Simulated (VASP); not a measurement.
Input of a VASP 6.6.1 run:

INCAR

```
SYSTEM = HfO2
PREC     = Accurate       ! precision mode
ENCUT    = 520            ! plane-wave cutoff, eV
EDIFF    = 1E-6           ! SCF threshold, eV
ISMEAR   = 0              ! smearing method
SIGMA    = 0.05           ! smearing width, eV
LREAL    = .FALSE.        ! projectors in reciprocal space
LASPH    = .TRUE.         ! aspherical terms in the spheres
NELM     = 60             ! most SCF steps
ALGO     = Normal         ! electronic algorithm
ISIF     = 2              ! what is computed and relaxed
LWAVE    = .FALSE.        ! write WAVECAR
LCHARG   = .FALSE.        ! write CHGCAR
GGA      = CA             ! functional
NBANDS   = 31             ! bands
```

KPOINTS

```
Automatic mesh
0
G
  6 6 8
  0 0 0
```

POSCAR

```
HfO2
1.0
    4.7170649076      0.0000000000      0.0000000000
    0.0000000000      4.7170649076      0.0000000000
    0.0000000000      0.0000000000      3.0902443955
Hf O
2 4
Direct
    0.0000000000      0.0000000000      0.0000000000
    0.5000000000      0.5000000000      0.5000000000
    0.1951075733      0.8048924267      0.5000000000
    0.3048924267      0.3048924267      0.0000000000
    0.6951075733      0.6951075733      0.0000000000
    0.8048924267      0.1951075733      0.5000000000
```

Potentials or basis: VASP PAW LDA potentials, release 64 (Hf_pv, O).

The run is started by

```console
$ cat potpaw_LDA.64/Hf_pv/POTCAR potpaw_LDA.64/O/POTCAR > POTCAR
$ mpirun -np 1 vasp_std > vasp.out
```

Predict the pressure.

15.4 GPa.

Estimate the band gap on the k mesh.

4.06 eV, direct.

Stress tensor (GPa, compression positive):
```
12.13  0.00  0.00
 0.00 12.13  0.00
 0.00  0.00 22.08
```

Caveat: the cell differs from its parent crystal (strain -0.015 along x and y, -0.030 along z); spin-orbit coupling is left out, which moves the levels of the heavy elements. A k mesh can miss the band edges.
